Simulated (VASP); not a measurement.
Wanted: the native input for a VASP 6.6.1 run.

```
Task                   : single point
Functional             : r2SCAN
Potentials or basis    : VASP PAW PBE potentials, release 64 (Si)
Cutoff                 : 520 eV
k mesh                 : 26 × 26 × 26
Occupations            : gaussian, width 0.1 eV
Spin                   : no spin polarisation
Dipole correction      : no
Further INCAR settings : ALGO = Normal; EDIFF = 1e-06; NBANDS = 8
```

The system is Si.

```
Si
1.0
    -1.52283    1.52283    1.52283
     1.52283   -1.52283    1.52283
     1.52283    1.52283   -1.52283
Si
1
Cartesian
  0.0000 0.0000 0.0000
```

This isn't the form of Si at room conditions, which is diamond.

These files were run (other wordings do the same):

POSCAR

```
Si
1.0
   -1.5228322315      1.5228322315      1.5228322315
    1.5228322315     -1.5228322315      1.5228322315
    1.5228322315      1.5228322315     -1.5228322315
Si
1
Direct
    0.0000000000      0.0000000000      0.0000000000
```

INCAR.step1

```
PREC = Accurate
ENCUT = 520
ISMEAR = 0
SIGMA = 0.1
LREAL = False
LASPH = True
NELM = 60
NBANDS = 8
GGA = PE
ALGO = Normal
EDIFF = 1E-4
LWAVE = True
LCHARG = False
```

INCAR.step2

```
PREC = Accurate
ENCUT = 520
EDIFF = 1E-6
ISMEAR = 0
SIGMA = 0.1
LREAL = False
LASPH = True
NELM = 60
ALGO = Normal
ISIF = 2
LWAVE = False
LCHARG = False
METAGGA = R2SCAN
LMIXTAU = True
NBANDS = 8
ISTART = 1
```

KPOINTS

```
regular mesh
0
Gamma
  26 26 26
```

Potentials or basis: VASP PAW PBE potentials, release 64 (Si).

Run with:

```console
$ cat potpaw_PBE.64/Si/POTCAR > POTCAR
$ cp INCAR.step1 INCAR
$ mpirun -np 1 vasp_std > vasp.out
$ cp INCAR.step2 INCAR
$ mpirun -np 1 vasp_std > vasp.out
```

It gave:

| Quantity | Value |
| --- | --- |
| Pressure | 0.1 GPa |
| Band gap on the k mesh | zero (bands 2 and 3 overlap by 17.32 eV) |

Caveat: the PAW data sets were made with another functional, which shifts forces and pressure a little.

Run time: 86 s on 1 thread of AMD EPYC 9R45 96-Core Processor (Zen 5), with other jobs on the host, peak memory 0.13 GiB.
